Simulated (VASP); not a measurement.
Wanted: the native input for a VASP 6.6.1 run.

```
Task                   : single point
Functional             : PBE
Dispersion             : D4
Potentials or basis    : VASP PAW PBE potentials, release 64 (Ba_sv, Ti_sv, O)
Cutoff                 : 520 eV
k mesh                 : 4 × 4 × 4
Occupations            : gaussian, width 0.01 eV
Spin                   : no spin polarisation
Dipole correction      : no
Further INCAR settings : ALGO = Normal; EDIFF = 1e-06; NBANDS = 28
```

The structure of BaTiO3 lies in POSCAR:

```
BaTiO3
1.0
    3.9697601042      0.0000000000      0.0000000000
    0.0000000000      3.9697601042      0.0000000000
    0.0000000000      0.0000000000      4.1358027034
Ba Ti O
1 1 3
Direct
    0.0000000000      0.0000000000     -0.0076253063
    0.5000000000      0.5000000000      0.4753615927
    0.5000000000      0.5000000000      0.0356066942
    0.5000000000      0.0000000000      0.5198285097
    0.0000000000      0.5000000000      0.5198285097
```

The input as run:

INCAR

```
ALGO = Normal ; EDIFF = 1E-6
ENCUT = 520 ; GGA = PE
ISIF = 2 ; ISMEAR = 0
IVDW = 13 ; LASPH = T
LCHARG = T ; LELF = T
LREAL = F ; LVHAR = T
LWAVE = F ; NBANDS = 28
NELM = 80 ; PREC = Accurate
SIGMA = 0.01
```

KPOINTS

```
k-points
0
Gamma
  4 4 4
```

Potentials or basis: VASP PAW PBE potentials, release 64 (Ba_sv, Ti_sv, O).

Launch:

```sh
$ cat potpaw_PBE.64/Ba_sv/POTCAR potpaw_PBE.64/Ti_sv/POTCAR potpaw_PBE.64/O/POTCAR > POTCAR
$ mpirun -np 1 vasp_std > vasp.out
```

It gave:

The pressure is 1.7 GPa and the largest force is 0.077 eV/Å. The band gap on the k mesh is 1.81 eV, indirect (least direct gap 2.33 eV). The dispersion energy per atom is -0.213 eV.

Caveat: spin-orbit coupling is left out, which moves the levels of the heavy elements.

It took 93 s on 1 thread of AMD EPYC 7R13 (shared host), peak memory 0.16 GiB.
